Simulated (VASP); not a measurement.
Set up this calculation in VASP 6.6.1, as the native input.

| Property | Result |
| --- | --- |
| Task | single point |
| Functional | PBEsol-based screened hybrid |
| Potentials or basis | VASP PAW PBE potentials, release 64 (Hf_pv) |
| Cutoff | 520 eV |
| k mesh | 5 × 5 × 5 |
| Occupations | fermi-dirac, width 0.05 eV |
| Spin | no spin polarisation |
| Dipole correction | no |
| Grid for exact exchange (PRECFOCK) | Normal |
| Share of exact exchange | 0.25 |
| Further INCAR settings | ALGO = Normal; EDIFF = 1e-06; NBANDS = 11 |
| Screening parameter | 0.207 1/Å |

Hf:

```
Hf
1.0
    -1.75387    1.75387    1.75387
     1.75387   -1.75387    1.75387
     1.75387    1.75387   -1.75387
Hf
1
Cartesian
  0.0000 0.0000 0.0000
```

These files were run (other wordings do the same):

POSCAR

```
Hf
1.0
   -1.7538671192      1.7538671192      1.7538671192
    1.7538671192     -1.7538671192      1.7538671192
    1.7538671192      1.7538671192     -1.7538671192
Hf
1
Direct
    0.0000000000      0.0000000000      0.0000000000
```

INCAR.step1

```
PREC = Accurate
ENCUT = 520
EDIFF = 1E-5
ISMEAR = -1
SIGMA = 0.05
LREAL = False
LASPH = True
NELM = 60
ALGO = Normal
ISIF = 2
LWAVE = True
LCHARG = False
GGA = PE
NBANDS = 11
```

INCAR.step2

```
PREC = Accurate
ENCUT = 520
EDIFF = 1E-6
ISMEAR = -1
SIGMA = 0.05
LREAL = False
LASPH = True
NELM = 60
ALGO = Normal
ISIF = 2
LWAVE = False
LCHARG = False
GGA = PS
LHFCALC = True
AEXX = 0.25
HFSCREEN = 0.207
PRECFOCK = Normal
ISTART = 1
NBANDS = 11
```

KPOINTS

```
Automatic mesh
0
Gamma
  5 5 5
```

Potentials or basis: VASP PAW PBE potentials, release 64 (Hf_pv).

Run with:

```bash
$ cat potpaw_PBE.64/Hf_pv/POTCAR > POTCAR
$ cp INCAR.step1 INCAR
$ mpirun -np 1 vasp_std > vasp.out
$ cp INCAR.step2 INCAR
$ mpirun -np 1 vasp_std > vasp.out
```

It gave:

* Pressure: -2.0 GPa
* Band gap on the k mesh: zero (band 5 reaches 6.75 eV, above the bottom of band 6 at 3.66 eV)

Caveat: the k points lie up to 0.51 Å⁻¹ apart; the PAW data sets were made with another functional, which shifts forces and pressure a little; spin-orbit coupling is left out, which moves the levels of the heavy elements.

Run time: 4.1 min on 1 thread of AMD EPYC 9R45 (Zen 5) (shared host), peak memory 0.21 GiB.
